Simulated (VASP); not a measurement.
Input of a VASP 6.6.1 run:

The input INCAR:

```
PREC = Accurate
ENCUT = 520
EDIFF = 1E-6
ISMEAR = 0
SIGMA = 0.1
LREAL = False
LASPH = True
NELM = 60
ALGO = Normal
ISIF = 2
LWAVE = False
LCHARG = False
GGA = PE
NBANDS = 16
```

KPOINTS

```
regular mesh
0
Gamma
  18 18 14
```

The input POSCAR:

```
WC
1.0
    2.8571161443      0.0000000000      0.0000000000
   -1.4285580721      2.4743351625      0.0000000000
    0.0000000000      0.0000000000      2.7985464803
W C
1 1
Direct
    0.0000000000      0.0000000000      0.0000000000
    0.6666666667      0.3333333333      0.5000000000
```

Potentials or basis: VASP PAW PBE potentials, release 64 (W_sv, C).

Launch:

```bash
$ cat potpaw_PBE.64/W_sv/POTCAR potpaw_PBE.64/C/POTCAR > POTCAR
$ mpirun -np 1 vasp_std > vasp.out
```

Q: Estimate the band gap on the k mesh.

A: Zero (bands 9 and 10 overlap by 1.28 eV).

Q: Predict the pressure.

A: 28.4 GPa.

Stress tensor (GPa, compression positive):
```
28.32  0.00  0.00
 0.00 28.32  0.00
 0.00  0.00 28.67
```

Caveat: the cell stands under pressure; spin-orbit coupling is left out, which moves the levels of the heavy elements.
